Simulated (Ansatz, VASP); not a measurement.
**Two plane-wave programs on GaSb**

The input POSCAR:

```
GaSb
1.0
    0.0000000000      3.0590000000      3.1354750000
    3.0590000000      0.0000000000      3.1354750000
    3.0590000000      3.0590000000      0.0000000000
Ga Sb
1 1
Direct
    0.0000000000      0.0000000000      0.0000000000
    0.7500000000      0.7500000000      0.7500000000
```

INCAR.step1

```
  PREC = Accurate
  ENCUT = 520
  ISMEAR = 0
  SIGMA = 0.05
  LREAL = False
  LASPH = True
  NELM = 60
  NBANDS = 16
  GGA = PE
  ALGO = Normal
  EDIFF = 1E-4
  LWAVE = True
  LCHARG = False
```

The input INCAR.step2:

```
  PREC = Accurate
  ENCUT = 520
  EDIFF = 1E-6
  ISMEAR = 0
  SIGMA = 0.05
  LREAL = False
  LASPH = True
  NELM = 60
  ALGO = Normal
  ISIF = 2
  LWAVE = False
  LCHARG = True
  METAGGA = R2SCAN
  LMIXTAU = True
  LELF = True
  LVHAR = True
  NBANDS = 16
  ISTART = 1
```

KPOINTS

```
regular mesh
0
Gamma
  10 10 10
```

Input for Ansatz:

```yaml
crystal:
  lattice:
    - [0.0, 3.059, 3.135475]
    - [3.059, 0.0, 3.135475]
    - [3.059, 3.059, 0.0]
  atoms:
    - { symbol: Ga, position: [0.0, 0.0, 0.0] }
    - { symbol: Sb, position: [0.75, 0.75, 0.75] }
basis:
  ecutwfc: 500
kpoints:
  mp_grid: { grid: [10, 10, 10] }
hamiltonian:
  xc: r2scan
scf:
  occupations: { method: gaussian, width: 0.05 }
output:
  forces: true
  stress: true
  eigenvalues: true
  write_density: true
  write_potential: true
  elf: true
  volumetric_format: npy
```

Change from the starting cell: strain +0.000 along x and y, +0.025 along z, atoms carried along.

Alike in both runs: task single point; functional r2SCAN; k mesh 10 × 10 × 10; occupations gaussian, width 0.05 eV; no spin polarisation.

```csv
,VASP,Ansatz
version,VASP 6.6.1,Ansatz 0.2.0
potentials or method,"VASP PAW PBE potentials, release 64 (Ga_d, Sb), cutoff 520 eV","scalar-relativistic, plane waves, PAW"
valence electrons in the cell,18,28
```

```tsv
	VASP	Ansatz	Ansatz less VASP
gap on the k mesh at the Fermi level (eV)	0.21	0.22	+0.016
least direct gap on the mesh (eV)	0.21	0.22	+0.016
pressure (GPa)	-0.8	-0.9	-0.07
traceless stress, the component that is largest in VASP (GPa)	-0.83	-0.85	-0.012
```

VASP's potentials were made for PBE, not for r2SCAN. The functional is the same, so the differences come from potentials, cutoffs and numerics. VASP's potentials hold 18 valence electrons a cell and Ansatz's 28, so a difference there can come from the potentials and not from the codes.

Neither program's run includes spin-orbit coupling.
